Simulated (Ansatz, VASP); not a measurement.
# WSe2: VASP beside Ansatz

```
CELL_PARAMETERS angstrom
3.28200 0.00000 0.00000
-1.64100 2.84230 0.00000
0.00000 0.00000 95.30000
ATOMIC_POSITIONS crystal
Se 0.66667 0.33333 0.09658
Se 0.66667 0.33333 0.13193
Se 0.33333 0.66667 0.16373
Se 0.33333 0.66667 0.19906
Se 0.66667 0.33333 0.23081
Se 0.66667 0.33333 0.26614
Se 0.33333 0.66667 0.29787
Se 0.33333 0.66667 0.33320
Se 0.66667 0.33333 0.36495
Se 0.66667 0.33333 0.40028
Se 0.33333 0.66667 0.43208
Se 0.33333 0.66667 0.46743
W 0.33333 0.66667 0.11426
W 0.66667 0.33333 0.18139
W 0.33333 0.66667 0.24847
W 0.66667 0.33333 0.31553
W 0.33333 0.66667 0.38262
W 0.66667 0.33333 0.44975
```

Alike in both runs: functional PBE; dispersion D3(BJ); k mesh 9 × 9 × 1; occupations gaussian, width 0.02 eV; no spin polarisation.

Ansatz relaxed the structure, and its values are those at the end. VASP's run is a single point on that final structure, the one shown.

|  | VASP | Ansatz |
| --- | --- | --- |
| version | VASP 6.6.1 | Ansatz 0.2.0 |
| potentials or method | VASP PAW PBE potentials, release 64 (Se, W_sv) | scalar-relativistic, plane waves, PAW |
| plane-wave cutoff (eV) | 520 | 420 |
| valence electrons in the cell | 156 | 276 |

```csv
,VASP,Ansatz,Ansatz less VASP
gap on the k mesh at the Fermi level (eV),1.05,1.06,+0.005
least direct gap on the mesh (eV),1.57,1.57,+0.003
rms of the force components (eV/Å),0.022,0.000,-0.0219
```

VASP's potentials hold 156 valence electrons a cell and Ansatz's 276, so a difference there can come from the potentials and not from the codes. Ansatz's warnings: slab cell height set, xc potential rough in thin density.

Spin-orbit coupling is off throughout.
